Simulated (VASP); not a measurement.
## Ca: single point with PBE

Crystal: Ca.

```
Ca
1.0
     6.81139    0.00000    0.00000
     0.00000    6.81139    0.00000
     0.00000    0.00000    3.68511
Ca
4
Cartesian
  0.0000 0.0000 0.0000
  0.0000 3.4057 0.0000
  3.4057 0.0000 0.0000
  3.4057 3.4057 1.8426
```

```yaml
Program: VASP 6.6.1
Task: single point
Functional: PBE
Potentials_or_basis: VASP PAW PBE potentials, release 64 (Ca_sv)
Cutoff: 520 eV
k_mesh: 8 × 8 × 12
Occupations: gaussian, width 0.1 eV
Spin: no spin polarisation
Dipole_correction: no
Further_INCAR_settings: ALGO = Normal; EDIFF = 1e-07; NBANDS = 28
```

```json
{
  "Pressure": "0.0 GPa",
  "Band gap on the k mesh": "zero (band 20 reaches 2.06 eV, above the bottom of band 21 at 1.44 eV)"
}
```

Levels at points of the mesh, in eV from the Fermi level:
| k point | band 17 | band 18 | band 19 | band 20 | band 21 | band 22 | band 23 | band 24 |
| --- | --- | --- | --- | --- | --- | --- | --- | --- |
| (0.00, 0.00, 0.00) | -3.88 | -1.12 | -1.09 | -0.38 | -0.38 | -0.23 | 0.67 | 1.00 |
| (0.50, 0.00, 0.00) | -3.01 | -2.95 | -0.36 | -0.36 | -0.24 | -0.03 | 1.03 | 1.11 |
| (0.50, 0.50, 0.00) | -2.23 | -2.15 | -2.15 | -2.08 | 1.20 | 1.20 | 1.24 | 1.34 |
| (0.00, 0.00, 0.50) | -1.32 | -0.90 | -0.10 | -0.10 | 0.72 | 0.72 | 0.78 | 0.95 |
| (0.50, 0.00, 0.50) | -0.75 | -0.70 | -0.35 | -0.34 | 0.04 | 0.39 | 0.97 | 0.97 |
| (0.50, 0.50, 0.50) | -0.35 | -0.34 | -0.28 | -0.28 | 0.07 | 0.07 | 0.29 | 0.60 |

Run time: 4.3 min on 1 thread of Intel(R) Xeon(R) 6975P-C (Granite Rapids), on a shared host, peak memory 0.51 GiB.
